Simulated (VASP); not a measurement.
# AlNi (P4/mmm) in VASP: notebook

AlNi is run at these levels: PBEsol; tasks: single point.

All numbers are computed with VASP 6.6.1; they aren't measurements. Logs are shortened: lines on timing, memory, paths and dates and some standing lists are left out, and cuts for length are marked.

### 1 The cell of the first run

The structure is tetragonal, space group P4/mmm (No. 123). The conventional cell has a = 2.859 Å, b = 2.859 Å, c = 2.783 Å, α = 90.00°, β = 90.00°, γ = 90.00°. Al (site symmetry 4/mmm) has 8 Ni at 2.45 Å and 6 Al at 2.78 to 2.86 Å within 3.2 Å. Ni (site symmetry 4/mmm) has 8 Al at 2.45 Å and 6 Ni at 2.78 to 2.86 Å within 3.2 Å.

### 2 Single point, PBEsol (strain along c alone, the other axes held: -3.0 %)

Contents of INCAR:

```
  PREC = Accurate
  ENCUT = 520
  EDIFF = 1E-6
  ISMEAR = 0
  SIGMA = 0.1
  LREAL = F
  LASPH = T
  NELM = 100
  ALGO = Normal
  ISIF = 2
  LWAVE = F
  LCHARG = T
  GGA = PS
  LELF = T
  LVHAR = T
  NBANDS = 14
```

Contents of KPOINTS:

```
regular mesh
0
Gamma
  14 14 14
```

Contents of POSCAR:

```
AlNi
1.0
    2.8586048674      0.0000000000      0.0000000000
    0.0000000000      2.8586048674      0.0000000000
    0.0000000000      0.0000000000      2.7833266193
Al Ni
1 1
Direct
    0.0000000000      0.0000000000      0.0000000000
    0.5000000000      0.5000000000      0.5000000000
```

Potentials or basis: VASP PAW PBE potentials, release 64 (Al, Ni).

Command:

```console
cat potpaw_PBE.64/Al/POTCAR potpaw_PBE.64/Ni/POTCAR > POTCAR
mpirun -np 1 vasp_std > vasp.out
```

OUTCAR:

```text
PREC = Accurate
   ENCUT = 520
   EDIFF = 1E-6
   ISMEAR = 0
   LREAL = F
   LASPH = T
   NELM = 100
   ISIF = 2
   GGA = PS

 ion  position               nearest neighbor table
   1  0.000  0.000  0.000-   2 2.45   2 2.45   2 2.45   2 2.45   2 2.45   2 2.45   2 2.45   2 2.45

   2  0.500  0.500  0.500-   1 2.45   1 2.45   1 2.45   1 2.45   1 2.45   1 2.45   1 2.45   1 2.45

  LATTYP: Found a simple tetragonal cell.
 ALAT       =     2.8586048674
 C/A-ratio  =     0.9736660883

  Lattice vectors:

 A1 = (   2.8586048674,   0.0000000000,   0.0000000000)
 A2 = (   0.0000000000,   2.8586048674,   0.0000000000)
 A3 = (   0.0000000000,   0.0000000000,   2.7833266193)

Analysis of symmetry for initial positions (statically):
=====================================================================
 Subroutine PRICEL returns:
 Original cell was already a primitive cell.

 Routine SETGRP: Setting up the symmetry group for a
 simple tetragonal supercell.

 Subroutine GETGRP returns: Found 16 space group operations
 (whereof 16 operations were pure point group operations)
 out of a pool of 16 trial point group operations.

The static configuration has the point symmetry D_4h.

Analysis of symmetry for dynamics (positions and initial velocities):
=====================================================================
 Subroutine PRICEL returns:
 Original cell was already a primitive cell.

 Routine SETGRP: Setting up the symmetry group for a
 simple tetragonal supercell.

 Subroutine GETGRP returns: Found 16 space group operations
 (whereof 16 operations were pure point group operations)
 out of a pool of 16 trial point group operations.

The dynamic configuration has the point symmetry D_4h.

 Subroutine INISYM returns: Found 16 space group operations
 (whereof 16 operations are pure point group operations),
 and found     1 'primitive' translations

----------------------------------------------------------------------------------------

                                     Primitive cell

  volume of cell :      22.7443

  direct lattice vectors                    reciprocal lattice vectors
     2.858604867  0.000000000  0.000000000     0.349820995  0.000000000  0.000000000
     0.000000000  2.858604867  0.000000000     0.000000000  0.349820995  0.000000000
     0.000000000  0.000000000  2.783326619     0.000000000  0.000000000  0.359282304

  length of vectors
     2.858604867  2.858604867  2.783326619     0.349820995  0.349820995  0.359282304

  position of ions in fractional coordinates (direct lattice)
     0.000000000  0.000000000  0.000000000
     0.500000000  0.500000000  0.500000000

  ion indices of the primitive-cell ions
   primitive index   ion index
                 1           1
                 2           2

----------------------------------------------------------------------------------------

 KPOINTS: regular mesh

Automatic generation of k-mesh.
 Grid dimensions read from file:
 generate k-points for:   14   14   14

 Generating k-lattice:

  Cartesian coordinates                     Fractional coordinates (reciprocal lattice)
     0.024987214  0.000000000  0.000000000     0.071428571  0.000000000  0.000000000
     0.000000000  0.024987214  0.000000000     0.000000000  0.071428571  0.000000000
     0.000000000  0.000000000  0.025663022     0.000000000  0.000000000  0.071428571

  Length of vectors
     0.024987214  0.024987214  0.025663022

  Shift w.r.t. Gamma in fractional coordinates (k-lattice)
     0.000000000  0.000000000  0.000000000

 Subroutine IBZKPT returns following result:
 ===========================================

 Found    288 irreducible k-points:

 Following reciprocal coordinates:
            Coordinates               Weight
  0.000000  0.000000  0.000000      1.000000
  0.071429  0.000000  0.000000      4.000000
  0.142857  0.000000  0.000000      4.000000
  0.214286  0.000000  0.000000      4.000000
  0.285714  0.000000  0.000000      4.000000
  0.357143  0.000000  0.000000      4.000000
[... 16 lines left out ...]
  0.285714  0.214286  0.000000      8.000000
  0.357143  0.214286  0.000000      8.000000
 [... further k-points ...]
   k-points           NKPTS =    288   k-points in BZ     NKDIM =    288   number of bands    NBANDS=     14
   number of dos      NEDOS =    301   number of ions     NIONS =      2
   total plane-waves  NPLWV =  13824
   dimension x,y,z NGX =    24 NGY =   24 NGZ =   24
   dimension x,y,z NGXF=    48 NGYF=   48 NGZF=   48
   ions per type =               1   1
   NGX,Y,Z   is equivalent  to a cutoff of  13.96, 13.96, 14.34 a.u.
   NGXF,Y,Z  is equivalent  to a cutoff of  27.92, 27.92, 28.67 a.u.
 SYSTEM =  unknown system
   PREC   = accura    normal or accurate (medium, high low for compatibility)
   ISTART =      0    job   : 0-new  1-cont  2-samecut
   ICHARG =      2    charge: 1-file 2-atom 10-const
   ISPIN  =      1    spin polarized calculation?
   LNONCOLLINEAR =      F non collinear calculations
   LSORBIT =      F    spin-orbit coupling
   LASPH  =      T    aspherical Exc in radial PAW
   ENCUT  =  520.0 eV  38.22 Ry    6.18 a.u.   5.32  5.32  5.18*2*pi/ulx,y,z
   NELM   =    100;   NELMIN=  2; NELMDL= -5     # of ELM steps
   EDIFF  = 0.1E-05   stopping-criterion for ELM
   LREAL  =      F    real-space projection
   EDIFFG = 0.1E-04   stopping-criterion for IOM
   NSW    =      0    number of steps for IOM
   IBRION =     -1    ionic relax: 0-MD 1-quasi-New 2-CG
   NFREE  =      0    steps in history (QN), initial steepest desc. (CG)
   ISIF   =      2    stress and relaxation
   ISYM   =      2    0-nonsym 1-usesym 2-fastsym
   POTIM  = 0.5000    time-step for ionic-motion
   TEBEG  =    0.0;   TEEND  =   0.0 temperature during run
   PSTRESS=    0.0 pullay stress
   NELECT =      13.0000    total number of electrons
   NUPDOWN=      -1.0000    fix difference up-down
   EMIN   =  10.00;   EMAX   =-10.00  energy-range for DOS
   EFERMI =   0.00;   METHOD = LEGACY
   ISMEAR =     0;   SIGMA  =   0.10  broadening in eV -4-tet -1-fermi 0-gaus
   EFERMI_NEDOS =   21; number of points for ismear=-14 and -15
   IALGO  =     38    algorithm
   IMIX   =      4    mixing-type and parameters
     AMIX     =   0.40;   BMIX     =  1.00
     AMIX_MAG =   1.60;   BMIX_MAG =  1.00
  volume/ion in A,a.u.               =      11.37        76.74
  Fermi-wavevector in a.u.,A,eV,Ry     =   1.358621  2.567422 25.114345  1.845852
  Thomas-Fermi vector in A             =   2.485439
   LORBIT       =      0    0 simple, 1 ext, 2 COOP (PROOUT), +10 PAW based schemes
   GGA     = PS    functional components
   LHFCALC =     F    Hartree Fock is set to
   AEXX    =    0.0000 exact exchange contribution
   IVDW    =     0    specifies the selected vdW correction
   LEPSILON=     F    determine dielectric tensor
   LRPA    =     F    only Hartree local field effects (RPA)
 non-spin polarized calculation
 Gauss-broadening in eV      SIGMA  =   0.10
  energy-cutoff  :      520.00
  volume of cell :       22.74
 maximum number of plane-waves:       629
 NGX is ok and might be reduce to    24
   NGX = 11   NGY = 11   NGZ = 11

 number of electron      13.0000000 magnetization

 Free energy of the ion-electron system (eV)
  ---------------------------------------------------
  ext. energy  EPLUGINS =         0.00000000
  ---------------------------------------------------
  free energy    TOTEN  =       -11.57199269 eV

  energy without entropy =      -11.56773336  energy(sigma->0) =      -11.56986303

 E-fermi :  10.5539     XC(G=0): -12.4115

 val. band max:       10.5512812729   @ k =   0.3571   0.0714   0.2857
 cond. band min:      10.5569997668   @ k =   0.5000   0.3571   0.3571
 fundamental gap:      0.0057184939
 Fermi energy:        10.5539082012

 k-point     1 :       0.0000    0.0000    0.0000
  band No.  band energies     occupation
      1      -0.9312      2.00000
      2       7.0785      2.00000
      3       7.0892      2.00000
      4       8.8743      2.00000
      5       8.9499      2.00000
      6       8.9499      2.00000
      7      15.9573      0.00000
      8      15.9573      0.00000
      9      16.9585      0.00000
     10      18.7724      0.00000
     11      18.9574      0.00000
     12      25.2529      0.00000
     13      31.6409      0.00000
     14      32.2851      0.00000

 k-point     2 :       0.0714    0.0000    0.0000
  band No.  band energies     occupation
      1      -0.8355      2.00000
      2       7.0715      2.00000
      3       7.1097      2.00000
      4       8.8301      2.00000
      5       8.9116      2.00000
      6       8.9543      2.00000
      7      15.0043      0.00000
      8      16.0861      0.00000
      9      17.0812      0.00000
     10      18.8969      0.00000
     11      19.7369      0.00000
     12      25.5394      0.00000
     13      30.5455      0.00000
     14      31.2751      0.00000

 k-point     3 :       0.1429    0.0000    0.0000
  band No.  band energies     occupation
      1      -0.5497      2.00000
      2       7.0191      2.00000
      3       7.1740      2.00000
      4       8.7111      2.00000
      5       8.8076      2.00000
      6       8.9665      2.00000
      7      13.4168      0.00000
      8      16.4595      0.00000
      9      17.4388      0.00000
     10      18.9025      0.00000
     11      21.1252      0.00000
     12      26.4598      0.00000
     13      28.7875      0.00000
     14      29.5737      0.00000
[... 324 lines left out ...]
 k-point    23 :       0.2857    0.2143    0.0000
  band No.  band energies     occupation
      1       1.3733      2.00000
      2       6.7217      2.00000
      3       7.2878      2.00000
      4       8.0752      2.00000
      5       8.5610      2.00000
      6       8.7449      2.00000
      7      11.2032      0.00000
      8      13.6318      0.00000
      9      19.5518      0.00000
     10      19.7395      0.00000
     11      22.7107      0.00000
     12      26.5955      0.00000
     13      26.7909      0.00000
     14      28.7969      0.00000

 k-point    24 :       0.3571    0.2143    0.0000
  band No.  band energies     occupation
      1       2.1513      2.00000
      2       6.0349      2.00000
      3       7.4665      2.00000
      4       8.0247      2.00000
      5       8.4417      2.00000
      6       8.7646      2.00000
      7      10.3910      1.97876
      8      14.2716      0.00000
      9      18.3939      0.00000
     10      20.6107      0.00000
     11      22.7529      0.00000
     12      25.3295      0.00000
     13      27.3182      0.00000
     14      28.6762      0.00000

 [... further k-points ...]
[... 5 lines left out ...]
  --------------------------------------------------------------------------------------
  -------------------------------------------------------------------------------------
  Total        0.7432007      0.7432007      1.0082398      0.0000000     -0.0000000      0.0000000
  in kB       52.3533228     52.3533228     71.0234899      0.0000000     -0.0000000      0.0000000
  external PRESSURE =      58.5767118 kB  Pullay stress =       0.0000000 kB

 VOLUME and BASIS-vectors are now :
 -----------------------------------------------------------------------------
  energy-cutoff  :      520.00
  volume of cell :       22.74
      direct lattice vectors                 reciprocal lattice vectors
     2.858604867  0.000000000  0.000000000     0.349820995  0.000000000  0.000000000
     0.000000000  2.858604867  0.000000000     0.000000000  0.349820995  0.000000000
     0.000000000  0.000000000  2.783326619     0.000000000  0.000000000  0.359282304

 POSITION                                       TOTAL-FORCE (eV/Angst)
 -----------------------------------------------------------------------------------
      0.00000      0.00000      0.00000         0.000000      0.000000      0.000000
      1.42930      1.42930      1.39166         0.000000      0.000000      0.000000
 -----------------------------------------------------------------------------------
    total drift:                                0.000000     -0.000000     -0.000000

  FREE ENERGIE OF THE ION-ELECTRON SYSTEM (eV)
  ---------------------------------------------------
  free  energy   TOTEN  =       -11.5719926936 eV

  energy  without entropy=      -11.5677333630  energy(sigma->0) =      -11.56986303
```

Wall time 32 s (1 thread of Intel Xeon 6975P-C (Granite Rapids), shared host); peak memory 0.21 GiB.

Results:

```yaml
Free_energy: -11.5720 eV
Pressure: 5.9 GPa
```

Levels at points of the mesh, in eV from the Fermi level:
| k point | band 4 | band 5 | band 6 | band 7 | band 8 | band 9 | band 10 | band 11 |
| --- | --- | --- | --- | --- | --- | --- | --- | --- |
| (0.00, 0.00, 0.00) | -1.68 | -1.60 | -1.60 | 5.40 | 5.40 | 6.40 | 8.22 | 8.40 |
| (0.50, 0.00, 0.00) | -2.43 | -2.28 | -1.52 | -0.72 | 8.35 | 9.91 | 10.85 | 11.06 |
| (0.50, 0.50, 0.00) | -3.12 | -2.13 | -2.13 | -1.10 | 1.39 | 2.60 | 13.34 | 15.95 |
| (0.00, 0.00, 0.50) | -2.44 | -2.44 | -1.57 | -0.52 | 8.38 | 10.03 | 10.03 | 11.35 |
| (0.50, 0.00, 0.50) | -2.87 | -2.27 | -2.23 | -1.05 | 1.67 | 2.84 | 12.65 | 15.21 |
| (0.50, 0.50, 0.50) | -1.06 | -1.00 | 1.94 | 1.94 | 2.00 | 4.20 | 4.52 | 4.81 |

Caveat: the cell differs from its parent crystal (strain along c alone, the other axes held: -3.0 %); the PAW data sets were made with another functional, which shifts forces and pressure a little. Spin polarisation is off, so any magnetic state and its effect on volume and gap are missing.

[end of part 1 of 2]
